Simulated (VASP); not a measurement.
Set up this calculation in VASP 6.6.1, as the native input.

```
Task                   : single point
Functional             : PBE
Dispersion             : D3(BJ)
Potentials or basis    : VASP PAW PBE potentials, release 64 (Ge_d)
Cutoff                 : 520 eV
k mesh                 : 9 × 9 × 1
Occupations            : gaussian, width 0.1 eV
Spin                   : no spin polarisation
Dipole correction      : yes
Further INCAR settings : ALGO = Normal; EDIFF = 1e-06; NBANDS = 36
```

The structure of Ge lies in POSCAR:

```
Ge
1.0
    4.0226895460      0.0000000000      0.0000000000
   -2.0113447730      3.4837513384      0.0000000000
    0.0000000000      0.0000000000     18.8685220369
Ge
4
Direct
    0.3333333333      0.6666666667      0.2747571330
    0.6666666667      0.3333333333      0.2384924474
    0.4444444444      0.5555555556      0.5240750716
    0.7777777778      0.2222222222      0.4878103860
```

One way to write it, as run:

INCAR

```
SYSTEM = Ge
ALGO     = Normal         ! electronic algorithm
DIPOL    = 0.5 0.5 0.381
EDIFF    = 1E-6           ! SCF threshold, eV
ENCUT    = 520            ! plane-wave cutoff, eV
GGA      = PE             ! functional
IDIPOL   = 3            
ISIF     = 2              ! what is computed and relaxed
ISMEAR   = 0              ! smearing method
IVDW     = 12             ! dispersion correction
LASPH    = .True.         ! aspherical terms in the spheres
LCHARG   = .True.         ! write CHGCAR
LDIPOL   = .True.       
LELF     = .True.         ! ELF
LREAL    = .False.        ! projectors in reciprocal space
LVACPOTAV= .True.       
LVHAR    = .True.       
LWAVE    = .False.        ! write WAVECAR
NBANDS   = 36             ! bands
NELM     = 100            ! most SCF steps
PREC     = Accurate       ! precision mode
SIGMA    = 0.1            ! smearing width, eV
```

KPOINTS

```
k-points
0
Gamma
  9 9 1
  0 0 0
```

Potentials or basis: VASP PAW PBE potentials, release 64 (Ge_d).

Command:

```console
$ cat potpaw_PBE.64/Ge_d/POTCAR > POTCAR
$ mpirun -np 1 vasp_std > vasp.out
```

Results of the run:

| Item | Value |
| --- | --- |
| Largest force | 0.117 eV/Å |
| Band gap on the k mesh | 0.47 eV, direct |
| Dispersion energy per atom | -0.196 eV |

Run time: 10 min on 1 thread of Intel Xeon 8259CL, on a shared host, peak memory 0.45 GiB.
